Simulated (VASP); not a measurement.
# Zr (P6_3/mmc) in VASP: further runs

The runs below take Zr through single point, with LDA.

Program: VASP 6.6.1. These are calculated values, not measurements. Logs are shortened: lines on timing, memory, paths and dates and some standing lists are left out, and cuts for length are marked.

**1. The cell of the first run**

It takes space group P6_3/mmc (No. 194, hexagonal). Conventional cell: a = 3.144 Å, b = 3.144 Å, c = 5.089 Å, α = 90.00°, β = 90.00°, γ = 120.00°. Zr (site symmetry -6m2) has 12 Zr at 3.13 to 3.14 Å within 4.1 Å.

**2. Single point, LDA**

INCAR

```
SYSTEM = Zr
  PREC = Accurate
  ENCUT = 520
  EDIFF = 1E-7
  ISMEAR = 1
  SIGMA = 0.01
  LREAL = .FALSE.
  LASPH = .TRUE.
  NELM = 80
  ALGO = Normal
  ISIF = 2
  LWAVE = .FALSE.
  LCHARG = .TRUE.
  GGA = CA
  LELF = .TRUE.
  LVHAR = .TRUE.
  NBANDS = 19
```

KPOINTS

```
regular mesh
0
G
  12 12 6
  0 0 0
```

POSCAR

```
Zr
1.0
    3.1439658570      0.0000000000      0.0000000000
   -1.5719829285      2.7227543008      0.0000000000
    0.0000000000      0.0000000000      5.0894642375
Zr
2
Direct
    0.3333333333      0.6666666667      0.2500000000
    0.6666666667      0.3333333333      0.7500000000
```

Potentials or basis: VASP PAW LDA potentials, release 64 (Zr_sv).

Run with:

```console
$ cat potpaw_LDA.64/Zr_sv/POTCAR > POTCAR
$ mpirun -np 1 vasp_std > vasp.out
```

OUTCAR:

```text
SYSTEM = Zr
   PREC = Accurate
   ENCUT = 520
   EDIFF = 1E-7
   ISMEAR = 1
   LREAL = .FALSE.
   LASPH = .TRUE.
   NELM = 80
   ISIF = 2
   GGA = CA

 ion  position               nearest neighbor table
   1  0.333  0.667  0.250-   2 3.13   2 3.13   2 3.13   2 3.13   2 3.13   2 3.13
   2  0.667  0.333  0.750-   1 3.13   1 3.13   1 3.13   1 3.13   1 3.13   1 3.13

  LATTYP: Found a hexagonal cell.
 ALAT       =     3.1439658570
 C/A-ratio  =     1.6188039149

  Lattice vectors:

 A1 = (   3.1439658570,   0.0000000000,   0.0000000000)
 A2 = (  -1.5719829285,   2.7227543008,   0.0000000000)
 A3 = (   0.0000000000,   0.0000000000,   5.0894642375)

Analysis of symmetry for initial positions (statically):
=====================================================================
 Subroutine PRICEL returns:
 Original cell was already a primitive cell.

 Routine SETGRP: Setting up the symmetry group for a
 hexagonal supercell.

 Subroutine GETGRP returns: Found 24 space group operations
 (whereof 12 operations were pure point group operations)
 out of a pool of 24 trial point group operations.

The static configuration has the point symmetry D_3d.
 The point group associated with its full space group is D_6h.

Analysis of symmetry for dynamics (positions and initial velocities):
=====================================================================
 Subroutine PRICEL returns:
 Original cell was already a primitive cell.

 Routine SETGRP: Setting up the symmetry group for a
 hexagonal supercell.

 Subroutine GETGRP returns: Found 24 space group operations
 (whereof 12 operations were pure point group operations)
 out of a pool of 24 trial point group operations.

The dynamic configuration has the point symmetry D_3d.
 The point group associated with its full space group is D_6h.

 Subroutine INISYM returns: Found 24 space group operations
 (whereof 12 operations are pure point group operations),
 and found     1 'primitive' translations

----------------------------------------------------------------------------------------

                                     Primitive cell

  volume of cell :      43.5671

  direct lattice vectors                    reciprocal lattice vectors
     3.143965857  0.000000000  0.000000000     0.318069612  0.183637576  0.000000000
    -1.571982928  2.722754301  0.000000000     0.000000000  0.367275152  0.000000000
     0.000000000  0.000000000  5.089464237     0.000000000  0.000000000  0.196484336

  length of vectors
     3.143965857  3.143965857  5.089464237     0.367275152  0.367275152  0.196484336

  position of ions in fractional coordinates (direct lattice)
     0.333333333  0.666666667  0.250000000
     0.666666667  0.333333333  0.750000000

  ion indices of the primitive-cell ions
   primitive index   ion index
                 1           1
                 2           2

----------------------------------------------------------------------------------------

 KPOINTS: regular mesh

Automatic generation of k-mesh.
 Grid dimensions read from file:
 generate k-points for:   12   12    6

 Generating k-lattice:

  Cartesian coordinates                     Fractional coordinates (reciprocal lattice)
     0.026505801  0.015303131  0.000000000     0.083333333  0.000000000  0.000000000
     0.000000000  0.030606263  0.000000000     0.000000000  0.083333333  0.000000000
     0.000000000  0.000000000  0.032747389     0.000000000  0.000000000  0.166666667

  Length of vectors
     0.030606263  0.030606263  0.032747389

  Shift w.r.t. Gamma in fractional coordinates (k-lattice)
     0.000000000  0.000000000  0.000000000

 Subroutine IBZKPT returns following result:
 ===========================================

 Found     76 irreducible k-points:

 Following reciprocal coordinates:
            Coordinates               Weight
  0.000000  0.000000  0.000000      1.000000
  0.083333  0.000000  0.000000      6.000000
  0.166667  0.000000  0.000000      6.000000
  0.250000  0.000000  0.000000      6.000000
  0.333333  0.000000  0.000000      6.000000
  0.416667  0.000000  0.000000      6.000000
[... 16 lines left out ...]
  0.250000  0.000000  0.166667     12.000000
  0.333333  0.000000  0.166667     12.000000
 [... further k-points ...]
   k-points           NKPTS =     76   k-points in BZ     NKDIM =     76   number of bands    NBANDS=     19
   number of dos      NEDOS =    301   number of ions     NIONS =      2
   total plane-waves  NPLWV =  23040
   dimension x,y,z NGX =    24 NGY =   24 NGZ =   40
   dimension x,y,z NGXF=    48 NGYF=   48 NGZF=   80
   ions per type =               2
   NGX,Y,Z   is equivalent  to a cutoff of  12.69, 12.69, 13.07 a.u.
   NGXF,Y,Z  is equivalent  to a cutoff of  25.38, 25.38, 26.13 a.u.
 SYSTEM =  Zr
   PREC   = accura    normal or accurate (medium, high low for compatibility)
   ISTART =      0    job   : 0-new  1-cont  2-samecut
   ICHARG =      2    charge: 1-file 2-atom 10-const
   ISPIN  =      1    spin polarized calculation?
   LNONCOLLINEAR =      F non collinear calculations
   LSORBIT =      F    spin-orbit coupling
   LASPH  =      T    aspherical Exc in radial PAW
   ENCUT  =  520.0 eV  38.22 Ry    6.18 a.u.   5.85  5.85  9.46*2*pi/ulx,y,z
   NELM   =     80;   NELMIN=  2; NELMDL= -5     # of ELM steps
   EDIFF  = 0.1E-06   stopping-criterion for ELM
   LREAL  =      F    real-space projection
   EDIFFG = 0.1E-05   stopping-criterion for IOM
   NSW    =      0    number of steps for IOM
   IBRION =     -1    ionic relax: 0-MD 1-quasi-New 2-CG
   NFREE  =      0    steps in history (QN), initial steepest desc. (CG)
   ISIF   =      2    stress and relaxation
   ISYM   =      2    0-nonsym 1-usesym 2-fastsym
   POTIM  = 0.5000    time-step for ionic-motion
   TEBEG  =    0.0;   TEEND  =   0.0 temperature during run
   PSTRESS=    0.0 pullay stress
   NELECT =      24.0000    total number of electrons
   NUPDOWN=      -1.0000    fix difference up-down
   EMIN   =  10.00;   EMAX   =-10.00  energy-range for DOS
   EFERMI =   0.00;   METHOD = LEGACY
   ISMEAR =     1;   SIGMA  =   0.01  broadening in eV -4-tet -1-fermi 0-gaus
   EFERMI_NEDOS =   21; number of points for ismear=-14 and -15
   IALGO  =     38    algorithm
   IMIX   =      4    mixing-type and parameters
     AMIX     =   0.40;   BMIX     =  1.00
     AMIX_MAG =   1.60;   BMIX_MAG =  1.00
  volume/ion in A,a.u.               =      21.78       147.00
  Fermi-wavevector in a.u.,A,eV,Ry     =   1.342020  2.536051 24.504349  1.801019
  Thomas-Fermi vector in A             =   2.470208
   LORBIT       =      0    0 simple, 1 ext, 2 COOP (PROOUT), +10 PAW based schemes
   GGA     = CA    functional components
   LHFCALC =     F    Hartree Fock is set to
   AEXX    =    0.0000 exact exchange contribution
   IVDW    =     0    specifies the selected vdW correction
   LEPSILON=     F    determine dielectric tensor
   LRPA    =     F    only Hartree local field effects (RPA)
 non-spin polarized calculation
 Methfessel and Paxton  Order N= 1 SIGMA  =   0.01
  energy-cutoff  :      520.00
  volume of cell :       43.57
 maximum number of plane-waves:      1194
 NGX is ok and might be reduce to    24
   NGX = 11   NGY = 11   NGZ = 19

 number of electron      23.9999999 magnetization

 Free energy of the ion-electron system (eV)
  ---------------------------------------------------
  ext. energy  EPLUGINS =         0.00000000
  ---------------------------------------------------
  free energy    TOTEN  =       -18.57923269 eV

  energy without entropy =      -18.57919818  energy(sigma->0) =      -18.57922118

 E-fermi :   9.5502     XC(G=0): -11.6007

 val. band max:        9.5492209606   @ k =   0.2500   0.2500   0.5000
 cond. band min:       9.5851785171   @ k =   0.3333   0.2500   0.5000
 fundamental gap:      0.0359575565
 Fermi energy:         9.5502421844

 k-point     1 :       0.0000    0.0000    0.0000
  band No.  band energies     occupation
      1     -38.8881      2.00000
      2     -38.6919      2.00000
      3     -17.6729      2.00000
      4     -16.5857      2.00000
      5     -16.5857      2.00000
      6     -16.4488      2.00000
[... 11 lines left out ...]
     18      11.8920      0.00000
     19      14.3052      0.00000

 k-point     2 :       0.0833    0.0000    0.0000
  band No.  band energies     occupation
      1     -38.8772      2.00000
      2     -38.6868      2.00000
      3     -17.6465      2.00000
      4     -16.6485      2.00000
      5     -16.6055      2.00000
      6     -16.4890      2.00000
[... 11 lines left out ...]
     18      11.7053      0.00000
     19      14.4408      0.00000

 k-point     3 :       0.1667    0.0000    0.0000
  band No.  band energies     occupation
      1     -38.8467      2.00000
      2     -38.6734      2.00000
      3     -17.5707      2.00000
      4     -16.8195      2.00000
      5     -16.6605      2.00000
      6     -16.6578      2.00000
[... 11 lines left out ...]
     18      11.8729      0.00000
     19      14.7133      0.00000

 k-point     4 :       0.2500    0.0000    0.0000
  band No.  band energies     occupation
      1     -38.8032      2.00000
      2     -38.6565      2.00000
      3     -17.4562      2.00000
      4     -17.0511      2.00000
      5     -16.8834      2.00000
      6     -16.7256      2.00000
[... 11 lines left out ...]
     18      12.7267      0.00000
     19      14.9531      0.00000

 k-point     5 :       0.3333    0.0000    0.0000
  band No.  band energies     occupation
      1     -38.7562      2.00000
      2     -38.6428      2.00000
      3     -17.3209      2.00000
      4     -17.2796      2.00000
      5     -17.0952      2.00000
      6     -16.7906      2.00000
[... 11 lines left out ...]
     18      13.7687      0.00000
     19      15.1047      0.00000
[... 334 lines left out ...]
      2     -38.6998      2.00000
      3     -17.5743      2.00000
      4     -16.6360      2.00000
      5     -16.5941      2.00000
      6     -16.5757      2.00000
[... 11 lines left out ...]
     18      12.1072      0.00000
     19      14.4580      0.00000

 k-point    22 :       0.1667    0.0000    0.1667
  band No.  band energies     occupation
      1     -38.8353      2.00000
      2     -38.6852      2.00000
      3     -17.5128      2.00000
      4     -16.8016      2.00000
      5     -16.7209      2.00000
      6     -16.6446      2.00000
[... 11 lines left out ...]
     18      12.0577      0.00000
     19      14.6514      0.00000

 k-point    23 :       0.2500    0.0000    0.1667
  band No.  band energies     occupation
      1     -38.7935      2.00000
      2     -38.6665      2.00000
      3     -17.4331      2.00000
      4     -17.0165      2.00000
      5     -16.9279      2.00000
      6     -16.7104      2.00000
[... 11 lines left out ...]
     18      12.6383      0.00000
     19      14.8117      0.00000

 k-point    24 :       0.3333    0.0000    0.1667
  band No.  band energies     occupation
      1     -38.7487      2.00000
      2     -38.6504      2.00000
      3     -17.4110      2.00000
      4     -17.1889      2.00000
      5     -17.0929      2.00000
      6     -16.7737      2.00000
[... 11 lines left out ...]
     18      13.5827      0.00000
     19      14.9359      0.00000

 [... further k-points ...]
[... 5 lines left out ...]
  --------------------------------------------------------------------------------------
  -------------------------------------------------------------------------------------
  Total        0.0843555      0.0843555     -0.1011968      0.0000000     -0.0000000      0.0000000
  in kB        3.1021708      3.1021708     -3.7215092      0.0000000     -0.0000000      0.0000000
  external PRESSURE =       0.8276108 kB  Pullay stress =       0.0000000 kB

 VOLUME and BASIS-vectors are now :
 -----------------------------------------------------------------------------
  energy-cutoff  :      520.00
  volume of cell :       43.57
      direct lattice vectors                 reciprocal lattice vectors
     3.143965857  0.000000000  0.000000000     0.318069612  0.183637576  0.000000000
    -1.571982928  2.722754301  0.000000000     0.000000000  0.367275152  0.000000000
     0.000000000  0.000000000  5.089464237     0.000000000  0.000000000  0.196484336

 POSITION                                       TOTAL-FORCE (eV/Angst)
 -----------------------------------------------------------------------------------
     -0.00000      1.81517      1.27237        -0.000000      0.000000      0.000000
      1.57198      0.90758      3.81710         0.000000     -0.000000      0.000000
 -----------------------------------------------------------------------------------
    total drift:                                0.000000     -0.000000      0.000000

  FREE ENERGIE OF THE ION-ELECTRON SYSTEM (eV)
  ---------------------------------------------------
  free  energy   TOTEN  =       -18.5792326879 eV

  energy  without entropy=      -18.5791981779  energy(sigma->0) =      -18.57922118
```

Run time: 30 s. Hardware: 1 thread of AMD EPYC 9R45 (Zen 5), shared host; peak memory 0.14 GiB.

What came out:

| Property | Result |
| --- | --- |
| Free energy | -18.5792 eV |
| Pressure | 0.1 GPa |
| Band gap on the k mesh | zero (band 12 reaches 10.50 eV, above the bottom of band 13 at 9.34 eV) |

Stress tensor (GPa, compression positive):
```
 0.31  0.00  0.00
 0.00  0.31  0.00
 0.00  0.00 -0.37
```

**3. Single point, LDA**

INCAR

```
SYSTEM = Zr
PREC     = Accurate       ! precision mode
ENCUT    = 520            ! plane-wave cutoff, eV
EDIFF    = 1E-6           ! SCF threshold, eV
ISMEAR   = 1              ! smearing method
SIGMA    = 0.03           ! smearing width, eV
LREAL    = .FALSE.        ! projectors in reciprocal space
LASPH    = .TRUE.         ! aspherical terms in the spheres
NELM     = 100            ! most SCF steps
ALGO     = Normal         ! electronic algorithm
ISIF     = 2              ! what is computed and relaxed
LWAVE    = .FALSE.        ! write WAVECAR
LCHARG   = .TRUE.         ! write CHGCAR
GGA      = CA             ! functional
LELF     = .TRUE.         ! ELF
LVHAR    = .TRUE.       
NBANDS   = 19             ! bands
```

KPOINTS

```
Automatic mesh
0
G
  12 12 6
  0 0 0
```

POSCAR is that of step 2.

Potentials or basis: VASP PAW LDA potentials, release 64 (Zr_sv).

Run with:

```console
$ cat potpaw_LDA.64/Zr_sv/POTCAR > POTCAR
$ mpirun -np 1 vasp_std > vasp.out
```

Wall time 27 s (1 thread of AMD EPYC 9R45 (Zen 5), shared host); peak memory 0.14 GiB.

Results (log left out):

| Item | Value |
| --- | --- |
| Free energy | -18.5792 eV |
| Pressure | 0.1 GPa |
| Band gap on the k mesh | zero (band 12 reaches 10.50 eV, above the bottom of band 13 at 9.34 eV) |

Stress tensor (GPa, compression positive):
```
 0.34  0.00  0.00
 0.00  0.34  0.00
 0.00  0.00 -0.41
```

Levels at points of the mesh, in eV from the Fermi level:
| k point | band 10 | band 11 | band 12 | band 13 | band 14 | band 15 |
| --- | --- | --- | --- | --- | --- | --- |
| (0.00, 0.00, 0.00) | -3.23 | 0.86 | 0.86 | 0.86 | 1.40 | 1.58 |
| (0.50, 0.00, 0.00) | -2.60 | -2.37 | 0.05 | 0.58 | 0.76 | 1.48 |
| (0.00, 0.00, 0.50) | -3.99 | -0.03 | -0.03 | 0.79 | 0.79 | 0.79 |
| (0.50, 0.00, 0.50) | -3.08 | -1.25 | -1.25 | 1.96 | 1.96 | 2.37 |
